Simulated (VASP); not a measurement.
# AlCo (Pm-3m) in VASP: a series of runs

The runs below take AlCo through single point, with PBE.

Everything below comes from runs of VASP 6.6.1. Logs are shortened: lines on timing, memory, paths and dates and some standing lists are left out, and cuts for length are marked.

### 1 The cell of the first run

It takes space group Pm-3m (No. 221, cubic). The conventional cell has a = 2.794 Å, b = 2.794 Å, c = 2.794 Å, α = 90.00°, β = 90.00°, γ = 90.00°. Within 3.2 Å of Al (site symmetry m-3m) lie 8 Co at 2.42 Å and 6 Al at 2.79 Å. Within 3.2 Å of Co (site symmetry m-3m) lie 8 Al at 2.42 Å and 6 Co at 2.79 Å.

### 2 Single point, PBE, collinear spin, ferromagnetic start

Contents of INCAR:

```
ALGO     = Normal         # electronic algorithm
EDIFF    = 1E-6           # SCF threshold, eV
ENCUT    = 520            # plane-wave cutoff, eV
GGA      = PE             # functional
ISIF     = 2              # what is computed and relaxed
ISMEAR   = -1             # smearing method
ISPIN    = 2              # spin polarisation
LASPH    = T              # aspherical terms in the spheres
LCHARG   = F              # write CHGCAR
LMAXMIX  = 4              # l up to which the mixer works
LORBIT   = 11             # projections on sites
LREAL    = F              # projectors in reciprocal space
LWAVE    = F              # write WAVECAR
MAGMOM   = 0 3.2          # initial moments
NBANDS   = 17             # bands
NELM     = 150            # most SCF steps
PREC     = Accurate       # precision mode
SIGMA    = 0.05           # smearing width, eV
```

Contents of KPOINTS:

```
k-points
0
Gamma
  10 10 10
```

Contents of POSCAR:

```
AlCo
1.0
    2.7941157204      0.0000000000      0.0000000000
    0.0000000000      2.7941157204      0.0000000000
    0.0000000000      0.0000000000      2.7941157204
Al Co
1 1
Direct
    0.0000000000      0.0000000000      0.0000000000
    0.5000000000      0.5000000000      0.5000000000
```

Potentials or basis: VASP PAW PBE potentials, release 64 (Al, Co).

The run is started by

```console
> cat potpaw_PBE.64/Al/POTCAR potpaw_PBE.64/Co/POTCAR > POTCAR
> mpirun -np 1 vasp_std > vasp.out
```

OUTCAR:

```text
EDIFF = 1E-6
   ENCUT = 520
   GGA = PE
   ISIF = 2
   ISMEAR = -1
   ISPIN = 2
   LASPH = T
   LORBIT = 11
   LREAL = F
   NELM = 150
   PREC = Accurate

 ion  position               nearest neighbor table
   1  0.000  0.000  0.000-   2 2.42   2 2.42   2 2.42   2 2.42   2 2.42   2 2.42   2 2.42   2 2.42

   2  0.500  0.500  0.500-   1 2.42   1 2.42   1 2.42   1 2.42   1 2.42   1 2.42   1 2.42   1 2.42

  LATTYP: Found a simple cubic cell.
 ALAT       =     2.7941157204

  Lattice vectors:

 A1 = (   2.7941157204,   0.0000000000,   0.0000000000)
 A2 = (   0.0000000000,   2.7941157204,   0.0000000000)
 A3 = (   0.0000000000,   0.0000000000,   2.7941157204)

Analysis of symmetry for initial positions (statically):
=====================================================================
 Subroutine PRICEL returns:
 Original cell was already a primitive cell.

 Routine SETGRP: Setting up the symmetry group for a
 simple cubic supercell.

 Subroutine GETGRP returns: Found 48 space group operations
 (whereof 48 operations were pure point group operations)
 out of a pool of 48 trial point group operations.

The static configuration has the point symmetry O_h .

Analysis of symmetry for dynamics (positions and initial velocities):
=====================================================================
 Subroutine PRICEL returns:
 Original cell was already a primitive cell.

 Routine SETGRP: Setting up the symmetry group for a
 simple cubic supercell.

 Subroutine GETGRP returns: Found 48 space group operations
 (whereof 48 operations were pure point group operations)
 out of a pool of 48 trial point group operations.

The dynamic configuration has the point symmetry O_h .

Analysis of structural, dynamic, and magnetic symmetry:
=====================================================================
 Subroutine PRICEL returns:
 Original cell was already a primitive cell.

 Routine SETGRP: Setting up the symmetry group for a
 simple cubic supercell.

 Subroutine GETGRP returns: Found 48 space group operations
 (whereof 48 operations were pure point group operations)
 out of a pool of 48 trial point group operations.

The overall configuration has the point symmetry O_h .

 Subroutine INISYM returns: Found 48 space group operations
 (whereof 48 operations are pure point group operations),
 and found     1 'primitive' translations

----------------------------------------------------------------------------------------

                                     Primitive cell

  volume of cell :      21.8139

  direct lattice vectors                    reciprocal lattice vectors
     2.794115720  0.000000000  0.000000000     0.357894984  0.000000000  0.000000000
     0.000000000  2.794115720  0.000000000     0.000000000  0.357894984  0.000000000
     0.000000000  0.000000000  2.794115720     0.000000000  0.000000000  0.357894984

  length of vectors
     2.794115720  2.794115720  2.794115720     0.357894984  0.357894984  0.357894984

  position of ions in fractional coordinates (direct lattice)
     0.000000000  0.000000000  0.000000000
     0.500000000  0.500000000  0.500000000

  ion indices of the primitive-cell ions
   primitive index   ion index
                 1           1
                 2           2

----------------------------------------------------------------------------------------

 KPOINTS: k-points

Automatic generation of k-mesh.
 Grid dimensions read from file:
 generate k-points for:   10   10   10

 Generating k-lattice:

  Cartesian coordinates                     Fractional coordinates (reciprocal lattice)
     0.035789498  0.000000000  0.000000000     0.100000000  0.000000000  0.000000000
     0.000000000  0.035789498  0.000000000     0.000000000  0.100000000  0.000000000
     0.000000000  0.000000000  0.035789498     0.000000000  0.000000000  0.100000000

  Length of vectors
     0.035789498  0.035789498  0.035789498

  Shift w.r.t. Gamma in fractional coordinates (k-lattice)
     0.000000000  0.000000000  0.000000000

 Subroutine IBZKPT returns following result:
 ===========================================

 Found     56 irreducible k-points:

 Following reciprocal coordinates:
            Coordinates               Weight
  0.000000  0.000000  0.000000      1.000000
  0.100000  0.000000  0.000000      6.000000
  0.200000  0.000000  0.000000      6.000000
  0.300000  0.000000  0.000000      6.000000
  0.400000  0.000000  0.000000      6.000000
  0.500000  0.000000  0.000000      3.000000
[... 16 lines left out ...]
  0.200000  0.100000  0.100000     24.000000
  0.300000  0.100000  0.100000     24.000000
 [... further k-points ...]
   k-points           NKPTS =     56   k-points in BZ     NKDIM =     56   number of bands    NBANDS=     17
   number of dos      NEDOS =    301   number of ions     NIONS =      2
   total plane-waves  NPLWV =  13824
   dimension x,y,z NGX =    24 NGY =   24 NGZ =   24
   dimension x,y,z NGXF=    48 NGYF=   48 NGZF=   48
   ions per type =               1   1
   NGX,Y,Z   is equivalent  to a cutoff of  14.28, 14.28, 14.28 a.u.
   NGXF,Y,Z  is equivalent  to a cutoff of  28.56, 28.56, 28.56 a.u.
 SYSTEM =  unknown system
   PREC   = accura    normal or accurate (medium, high low for compatibility)
   ISTART =      0    job   : 0-new  1-cont  2-samecut
   ICHARG =      2    charge: 1-file 2-atom 10-const
   ISPIN  =      2    spin polarized calculation?
   LNONCOLLINEAR =      F non collinear calculations
   LSORBIT =      F    spin-orbit coupling
   LASPH  =      T    aspherical Exc in radial PAW
   ENCUT  =  520.0 eV  38.22 Ry    6.18 a.u.   5.20  5.20  5.20*2*pi/ulx,y,z
   NELM   =    150;   NELMIN=  2; NELMDL= -5     # of ELM steps
   EDIFF  = 0.1E-05   stopping-criterion for ELM
   LREAL  =      F    real-space projection
   EDIFFG = 0.1E-04   stopping-criterion for IOM
   NSW    =      0    number of steps for IOM
   IBRION =     -1    ionic relax: 0-MD 1-quasi-New 2-CG
   NFREE  =      0    steps in history (QN), initial steepest desc. (CG)
   ISIF   =      2    stress and relaxation
   ISYM   =      2    0-nonsym 1-usesym 2-fastsym
   POTIM  = 0.5000    time-step for ionic-motion
   TEBEG  =    0.0;   TEEND  =   0.0 temperature during run
   PSTRESS=    0.0 pullay stress
   NELECT =      12.0000    total number of electrons
   NUPDOWN=      -1.0000    fix difference up-down
   EMIN   =  10.00;   EMAX   =-10.00  energy-range for DOS
   EFERMI =   0.00;   METHOD = LEGACY
   ISMEAR =    -1;   SIGMA  =   0.05  broadening in eV -4-tet -1-fermi 0-gaus
   EFERMI_NEDOS =   21; number of points for ismear=-14 and -15
   IALGO  =     38    algorithm
   IMIX   =      4    mixing-type and parameters
     AMIX     =   0.40;   BMIX     =  1.00
     AMIX_MAG =   1.60;   BMIX_MAG =  1.00
  volume/ion in A,a.u.               =      10.91        73.60
  Fermi-wavevector in a.u.,A,eV,Ry     =   1.341398  2.534874 24.481609  1.799348
  Thomas-Fermi vector in A             =   2.469634
   LORBIT       =     11    0 simple, 1 ext, 2 COOP (PROOUT), +10 PAW based schemes
   GGA     = PE    functional components
   LHFCALC =     F    Hartree Fock is set to
   AEXX    =    0.0000 exact exchange contribution
   IVDW    =     0    specifies the selected vdW correction
   LEPSILON=     F    determine dielectric tensor
   LRPA    =     F    only Hartree local field effects (RPA)
 spin polarized calculation
  energy-cutoff  :      520.00
  volume of cell :       21.81
 maximum number of plane-waves:       624
 NGX is ok and might be reduce to    24
   NGX = 11   NGY = 11   NGZ = 11

 number of electron      12.0000001 magnetization      -0.0005022

 number of electron      12.0000001 magnetization       0.0004442

 Free energy of the ion-electron system (eV)
  ---------------------------------------------------
  ext. energy  EPLUGINS =         0.00000000
  ---------------------------------------------------
  free energy    TOTEN  =       -11.94291421 eV

  energy without entropy =      -11.93761548  energy(sigma->0) =      -11.94026485

 E-fermi :  11.3852     XC(G=0): -12.5575

 val. band max:       11.3369419512   @ k =   0.5000   0.4000   0.1000
 cond. band min:      11.4702251648   @ k =   0.5000   0.3000   0.0000
 fundamental gap:      0.1332832136
 Fermi energy:        11.3851875682

 spin component 1

 k-point     1 :       0.0000    0.0000    0.0000
  band No.  band energies     occupation
      1      -0.0898      1.00000
      2       8.1510      1.00000
      3       8.1510      1.00000
      4      10.4713      1.00000
      5      10.4713      1.00000
      6      10.4713      1.00000
[... 9 lines left out ...]
     16      35.6553      0.00000
     17      35.6553      0.00000
[... 441 lines left out ...]
 k-point    24 :       0.3000    0.1000    0.1000
  band No.  band energies     occupation
      1       2.0096      1.00000
      2       7.5027      1.00000
      3       8.5823      1.00000
      4       9.6676      1.00000
      5       9.7751      1.00000
      6      10.3505      1.00000
[... 9 lines left out ...]
     16      33.2471      0.00000
     17      34.2665      0.00000

 [... further k-points ...]

 spin component 2

 k-point     1 :       0.0000    0.0000    0.0000
  band No.  band energies     occupation
      1      -0.0900      1.00000
      2       8.1517      1.00000
      3       8.1517      1.00000
      4      10.4717      1.00000
      5      10.4717      1.00000
      6      10.4717      1.00000
[... 9 lines left out ...]
     16      35.6551      0.00000
     17      35.6551      0.00000
[... 441 lines left out ...]
 k-point    24 :       0.3000    0.1000    0.1000
  band No.  band energies     occupation
      1       2.0095      1.00000
      2       7.5029      1.00000
      3       8.5831      1.00000
      4       9.6680      1.00000
      5       9.7755      1.00000
      6      10.3509      1.00000
[... 9 lines left out ...]
     16      33.2471      0.00000
     17      34.2665      0.00000

 [... further k-points ...]
[... 5 lines left out ...]
  --------------------------------------------------------------------------------------
  -------------------------------------------------------------------------------------
  Total        1.6940096      1.6940096      1.6940096     -0.0000000     -0.0000000      0.0000000
  in kB      124.4208876    124.4208876    124.4208876     -0.0000000     -0.0000000      0.0000000
  external PRESSURE =     124.4208876 kB  Pullay stress =       0.0000000 kB

 VOLUME and BASIS-vectors are now :
 -----------------------------------------------------------------------------
  energy-cutoff  :      520.00
  volume of cell :       21.81
      direct lattice vectors                 reciprocal lattice vectors
     2.794115720  0.000000000  0.000000000     0.357894984  0.000000000  0.000000000
     0.000000000  2.794115720  0.000000000     0.000000000  0.357894984  0.000000000
     0.000000000  0.000000000  2.794115720     0.000000000  0.000000000  0.357894984

 POSITION                                       TOTAL-FORCE (eV/Angst)
 -----------------------------------------------------------------------------------
      0.00000      0.00000      0.00000         0.000000      0.000000      0.000000
      1.39706      1.39706      1.39706         0.000000      0.000000      0.000000
 -----------------------------------------------------------------------------------
    total drift:                                0.000000     -0.000000     -0.000000

  FREE ENERGIE OF THE ION-ELECTRON SYSTEM (eV)
  ---------------------------------------------------
  free  energy   TOTEN  =       -11.9429142103 eV

  energy  without entropy=      -11.9376154849  energy(sigma->0) =      -11.94026485

 total charge

# of ion       s       p       d       tot
------------------------------------------
    1        0.403   0.456   0.000   0.858
    2        0.458   0.560   7.551   8.568
--------------------------------------------------
tot          0.860   1.016   7.551   9.427

 magnetization (x)

# of ion       s       p       d       tot
------------------------------------------
    1       -0.000  -0.000   0.000  -0.000
    2       -0.000  -0.000   0.000   0.000
--------------------------------------------------
tot         -0.000  -0.000   0.000   0.000
```

Wall time 33 s (1 thread of Intel Xeon Platinum 8488C (Sapphire Rapids), shared host); peak memory 0.17 GiB.

Results:

```
Free energy                                           : -11.9429 eV
Pressure                                              : 12.4 GPa
Band gap on the k mesh                                : zero (filled and empty bands overlap)
Net moment                                            : 0.00 μB per cell
Valence electrons inside the program's atomic spheres : Al 0.86; Co 8.57
```

Caveat: the starting moments collapsed, and a magnetic state may lie lower.

### 3 Single point, PBE, collinear spin, ferromagnetic start

This run uses another cell than the first one, of 11.21 Å³/atom, 1.027 times its volume.

Contents of INCAR:

```
PREC = Accurate ; ENCUT = 520
EDIFF = 1E-6 ; ISMEAR = -1
SIGMA = 0.05 ; LREAL = False
LASPH = True ; NELM = 150
ALGO = Normal ; ISIF = 2
LWAVE = False ; LCHARG = False
ISPIN = 2 ; MAGMOM = 0 3.2
LORBIT = 11 ; LMAXMIX = 4
GGA = PE ; NBANDS = 17
```

Contents of KPOINTS:

```
regular mesh
0
Gamma
  10 10 10
```

Contents of POSCAR:

```
AlCo
1.0
    2.8194032100      0.0000000000      0.0000000000
    0.0000000000      2.8194032100      0.0000000000
    0.0000000000      0.0000000000      2.8194032100
Al Co
1 1
Direct
    0.0000000000      0.0000000000      0.0000000000
    0.5000000000      0.5000000000      0.5000000000
```

Potentials or basis: VASP PAW PBE potentials, release 64 (Al, Co).

The run is started by

```console
> cat potpaw_PBE.64/Al/POTCAR potpaw_PBE.64/Co/POTCAR > POTCAR
> mpirun -np 1 vasp_std > vasp.out
```

OUTCAR:

```text
PREC = Accurate
   ENCUT = 520
   EDIFF = 1E-6
   ISMEAR = -1
   LREAL = False
   LASPH = True
   NELM = 150
   ISIF = 2
   ISPIN = 2
   LORBIT = 11
   GGA = PE

 ion  position               nearest neighbor table
   1  0.000  0.000  0.000-   2 2.44   2 2.44   2 2.44   2 2.44   2 2.44   2 2.44   2 2.44   2 2.44

   2  0.500  0.500  0.500-   1 2.44   1 2.44   1 2.44   1 2.44   1 2.44   1 2.44   1 2.44   1 2.44

  LATTYP: Found a simple cubic cell.
 ALAT       =     2.8194032100

  Lattice vectors:

 A1 = (   2.8194032100,   0.0000000000,   0.0000000000)
 A2 = (   0.0000000000,   2.8194032100,   0.0000000000)
 A3 = (   0.0000000000,   0.0000000000,   2.8194032100)

Analysis of symmetry for initial positions (statically):
=====================================================================
 Subroutine PRICEL returns:
 Original cell was already a primitive cell.

 Routine SETGRP: Setting up the symmetry group for a
 simple cubic supercell.

 Subroutine GETGRP returns: Found 48 space group operations
[... 671 lines left out ...]

 k-point     1 :       0.0000    0.0000    0.0000
  band No.  band energies     occupation
      1      -0.2802      1.00000
      2       7.9036      1.00000
      3       7.9036      1.00000
      4      10.1279      1.00000
      5      10.1279      1.00000
      6      10.1279      1.00000
[... 459 lines left out ...]
      6      10.0120      1.00000
[... 9 lines left out ...]
     16      32.3689      0.00000
     17      33.4628      0.00000

 [... further k-points ...]
[... 5 lines left out ...]
  --------------------------------------------------------------------------------------
  -------------------------------------------------------------------------------------
  Total        0.9231050      0.9231050      0.9231050     -0.0000000      0.0000000      0.0000000
  in kB       65.9918214     65.9918214     65.9918214     -0.0000000      0.0000000      0.0000000
  external PRESSURE =      65.9918214 kB  Pullay stress =       0.0000000 kB

 VOLUME and BASIS-vectors are now :
 -----------------------------------------------------------------------------
  energy-cutoff  :      520.00
  volume of cell :       22.41
      direct lattice vectors                 reciprocal lattice vectors
     2.819403210  0.000000000  0.000000000     0.354684990  0.000000000  0.000000000
     0.000000000  2.819403210  0.000000000     0.000000000  0.354684990  0.000000000
     0.000000000  0.000000000  2.819403210     0.000000000  0.000000000  0.354684990

 POSITION                                       TOTAL-FORCE (eV/Angst)
 -----------------------------------------------------------------------------------
      0.00000      0.00000      0.00000         0.000000      0.000000      0.000000
      1.40970      1.40970      1.40970         0.000000      0.000000      0.000000
 -----------------------------------------------------------------------------------
    total drift:                                0.000000     -0.000000     -0.000000

  FREE ENERGIE OF THE ION-ELECTRON SYSTEM (eV)
  ---------------------------------------------------
  free  energy   TOTEN  =       -11.9780011370 eV

  energy  without entropy=      -11.9722131193  energy(sigma->0) =      -11.97510713

 total charge

# of ion       s       p       d       tot
------------------------------------------
    1        0.399   0.443   0.000   0.842
    2        0.447   0.536   7.530   8.512
--------------------------------------------------
tot          0.845   0.979   7.530   9.354

 magnetization (x)

# of ion       s       p       d       tot
------------------------------------------
    1       -0.000  -0.000   0.000  -0.000
    2        0.000  -0.000   0.001   0.001
--------------------------------------------------
tot         -0.000  -0.000   0.001   0.001
```

OSZICAR:

```text
N       E                     dE             d eps       ncg     rms          rms(c)
DAV:   1     0.396043616550E+02    0.39604E+02   -0.47355E+03  3904   0.721E+02
DAV:   2    -0.106979663657E+02   -0.50302E+02   -0.44751E+02  4280   0.153E+02
DAV:   3    -0.127283005892E+02   -0.20303E+01   -0.19981E+01  4641   0.324E+01
DAV:   4    -0.127573864976E+02   -0.29086E-01   -0.29069E-01  4614   0.347E+00
DAV:   5    -0.127582422462E+02   -0.85575E-03   -0.85568E-03  4778   0.634E-01    0.151E+01
DAV:   6    -0.156378914754E+02   -0.28796E+01   -0.39748E+01  4313   0.723E+01    0.168E+01
DAV:   7    -0.119531817296E+02    0.36847E+01   -0.22832E+01  4485   0.462E+01    0.333E+00
DAV:   8    -0.119866932912E+02   -0.33512E-01   -0.25128E-01  4743   0.347E+00    0.153E+00
DAV:   9    -0.119795229025E+02    0.71704E-02   -0.35460E-02  5249   0.130E+00    0.110E+00
DAV:  10    -0.119778914841E+02    0.16314E-02   -0.63724E-03  4760   0.549E-01    0.282E-01
DAV:  11    -0.119780059348E+02   -0.11445E-03   -0.37607E-04  5196   0.137E-01    0.114E-01
DAV:  12    -0.119780008408E+02    0.50940E-05   -0.18697E-05  4895   0.349E-02    0.645E-02
DAV:  13    -0.119780011370E+02   -0.29621E-06   -0.47542E-06  4395   0.198E-02
   1 F= -.11978001E+02 E0= -.11975107E+02  d E =-.578802E-02  mag=     0.0005
```

Run time: 29 s. Hardware: 1 thread of Intel Xeon Platinum 8488C (Sapphire Rapids), shared host; peak memory 0.17 GiB.

What came out:

- Free energy: -11.9780 eV
- Pressure: 6.6 GPa
- Band gap on the k mesh: zero (filled and empty bands overlap)
- Net moment: 0.00 μB per cell
- Valence electrons inside the program's atomic spheres: Al 0.84; Co 8.51

Caveat: the starting moments collapsed, and a magnetic state may lie lower.
